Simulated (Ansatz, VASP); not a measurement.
Mn in VASP and in Ansatz

The input POSCAR:

```
Mn
1.0
    2.8653778052      0.0000000000      0.0000000000
   -1.4326889026      2.4814899708      0.0000000000
    0.0000000000      0.0000000000      4.3348303462
Mn
2
Direct
    0.3333333333      0.6666666667      0.2500000000
    0.6666666667      0.3333333333      0.7500000000
```

INCAR.step1

```
SYSTEM = Mn
PREC     = Accurate       ! precision mode
ENCUT    = 520            ! plane-wave cutoff, eV
ISMEAR   = -1             ! smearing method
SIGMA    = 0.05           ! smearing width, eV
LREAL    = .FALSE.        ! projectors in reciprocal space
LASPH    = .TRUE.         ! aspherical terms in the spheres
NELM     = 150            ! most SCF steps
ISPIN    = 2              ! spin polarisation
MAGMOM   = 3.709 -3.709   ! initial moments
LMAXMIX  = 4              ! l up to which the mixer works
NBANDS   = 24             ! bands
GGA      = PE             ! functional
ALGO     = Normal         ! electronic algorithm
EDIFF    = 1E-4           ! SCF threshold, eV
LWAVE    = .TRUE.         ! write WAVECAR
LCHARG   = .FALSE.        ! write CHGCAR
```

Contents of INCAR.step2:

```
SYSTEM = Mn
PREC     = Accurate       ! precision mode
ENCUT    = 520            ! plane-wave cutoff, eV
EDIFF    = 1E-6           ! SCF threshold, eV
ISMEAR   = -1             ! smearing method
SIGMA    = 0.05           ! smearing width, eV
LREAL    = .FALSE.        ! projectors in reciprocal space
LASPH    = .TRUE.         ! aspherical terms in the spheres
NELM     = 150            ! most SCF steps
ALGO     = Normal         ! electronic algorithm
ISIF     = 2              ! what is computed and relaxed
LWAVE    = .FALSE.        ! write WAVECAR
LCHARG   = .FALSE.        ! write CHGCAR
ISPIN    = 2              ! spin polarisation
MAGMOM   = 3.709 -3.709   ! initial moments
LORBIT   = 11             ! projections on sites
LMAXMIX  = 4              ! l up to which the mixer works
METAGGA  = R2SCAN         ! meta-GGA
LMIXTAU  = .TRUE.       
NBANDS   = 24             ! bands
ISTART   = 1
```

File KPOINTS:

```
Automatic mesh
0
G
  14 14 8
  0 0 0
```

Input for Ansatz:

```yaml
crystal:
  lattice:
    - [2.8653778052, 0.0, 0.0]
    - [-1.4326889026, 2.4814899708, 0.0]
    - [0.0, 0.0, 4.3348303462]
  atoms:
    - { symbol: Mn, position: [0.3333333333, 0.6666666667, 0.25], spin: 3.709 }
    - { symbol: Mn, position: [0.6666666667, 0.3333333333, 0.75], spin: -3.709 }
hamiltonian:
  xc: r2scan
  pseudopotentials:
    kind: paw
    azcp:
      Mn: "pseudopotentials/Mn.paw.azcp"
basis:
  ecutwfc: 500
  fft_grid_basis: typed
kpoints:
  mp_grid: { grid: [14, 14, 8], shift: [0, 0, 0] }
magnetization:
  spin_polarized: true
scf:
  occupations: { method: fermi_dirac, width: 0.05 }
  lower_state_search: "off"
output:
  stress: true
```

Alike in both runs: task single point; functional r2SCAN; k mesh 14 × 14 × 8; occupations fermi-dirac, width 0.05 eV; collinear spin.

|  | VASP | Ansatz |
| --- | --- | --- |
| version | VASP 6.6.1 | Ansatz 0.2.0 |
| potentials or method | VASP PAW PBE potentials, release 64 (Mn_pv), cutoff 520 eV | plane waves (500 eV) with PAW, scalar-relativistic |
| valence electrons in the cell | 26 | 30 |

Ansatz gave:

```
pressure (GPa)                                                : -2.3
traceless stress, the component that is largest in VASP (GPa) : 0.31
net moment per atom (μB)                                      : 0.00
size of the moment on the site where the two differ most (μB) : 3.81
```

Task: Which values does VASP return?

Result: Pressure (GPa): -2.0; traceless stress, the component that is largest in VASP (GPa): 0.46; net moment per atom (μB): 0.00; size of the moment on the site where the two differ most (μB): 3.79.

VASP's potentials were made for PBE, not for r2SCAN. Site moments also hang on the region over which each program counts them. VASP's potentials hold 26 valence electrons a cell and Ansatz's 30, so a difference there can come from the potentials and not from the codes. Ansatz's warnings: stability check not made.
